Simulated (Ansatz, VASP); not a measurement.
# ZnSiP2: VASP beside Ansatz

```
CELL_PARAMETERS angstrom
-2.61306 2.61306 5.08667
2.61306 -2.61306 5.08667
2.61306 2.61306 -5.08667
ATOMIC_POSITIONS crystal
Zn 0.00000 0.00000 0.00000
Zn 0.75000 0.25000 0.50000
Si 0.50000 0.50000 0.00000
Si 0.25000 0.75000 0.50000
P 0.37500 0.39230 0.51730
P 0.87500 0.85770 0.48270
P 0.60770 0.12500 0.98270
P 0.14230 0.62500 0.01730
```

Alike in both runs: task single point; functional PBEsol; k mesh 5 × 5 × 5; occupations fermi-dirac, width 0.05 eV; no spin polarisation.

|  | VASP | Ansatz |
| --- | --- | --- |
| version | VASP 6.6.1 | Ansatz 0.2.0 |
| potentials or method | VASP PAW PBE potentials, release 64 (Zn, Si, P), cutoff 500 eV | plane waves, PAW |
| valence electrons in the cell | 52 | 52 |

|  | VASP | Ansatz | Ansatz less VASP |
| --- | --- | --- | --- |
| pressure (GPa) | 8.6 | 8.4 | -0.18 |

VASP's potentials were made for PBE, not for PBEsol.
